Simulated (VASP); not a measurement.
Set up this calculation in VASP 6.6.1, as the native input.

```yaml
Task: single point
Functional: PBEsol
Potentials_or_basis: VASP PAW PBE potentials, release 64 (Sb_d_GW)
Cutoff: 500 eV
k_mesh: 12 × 12 × 12
Occupations: gaussian, width 0.1 eV
Spin: no spin polarisation
Dipole_correction: no
Further_INCAR_settings: ALGO = Normal; EDIFF = 1e-06; NBANDS = 22
```

The structure of Sb lies in POSCAR:

```
Sb
1.0
    2.1836938127      1.2607562105      3.8273230940
   -2.1836938127      1.2607562105      3.8273230940
    0.0000000000     -2.5215124213      3.8273230939
Sb
2
Direct
    0.2326394056      0.2326394056      0.2326394056
    0.7673605944      0.7673605944      0.7673605944
```

The input as run:

INCAR

```
PREC     = Accurate       # precision mode
ENCUT    = 500            # plane-wave cutoff, eV
EDIFF    = 1E-6           # SCF threshold, eV
ISMEAR   = 0              # smearing method
SIGMA    = 0.1            # smearing width, eV
LREAL    = F              # projectors in reciprocal space
LASPH    = T              # aspherical terms in the spheres
NELM     = 120            # most SCF steps
ALGO     = Normal         # electronic algorithm
ISIF     = 2              # what is computed and relaxed
LWAVE    = F              # write WAVECAR
LCHARG   = F              # write CHGCAR
GGA      = PS             # functional
NBANDS   = 22             # bands
GGA_COMPAT= F
```

KPOINTS

```
Automatic mesh
0
Gamma
  12 12 12
```

Potentials or basis: VASP PAW PBE potentials, release 64 (Sb_d_GW).

Command:

```sh
$ cat potpaw_PBE.64/Sb_d_GW/POTCAR > POTCAR
$ mpirun -np 1 vasp_std > vasp.out
```

Results of the run:

| Item | Value |
| --- | --- |
| Pressure | -2.2 GPa |
| Band gap on the k mesh | zero (bands 15 and 16 overlap by 0.21 eV) |

Caveat: the PAW data sets were made with another functional, which shifts forces and pressure a little; spin-orbit coupling is left out, which moves the levels of the heavy elements.

Run time: 2.5 min on 1 thread of Intel(R) Xeon(R) Platinum 8559C (Emerald Rapids), with other jobs on the host, peak memory 0.38 GiB.
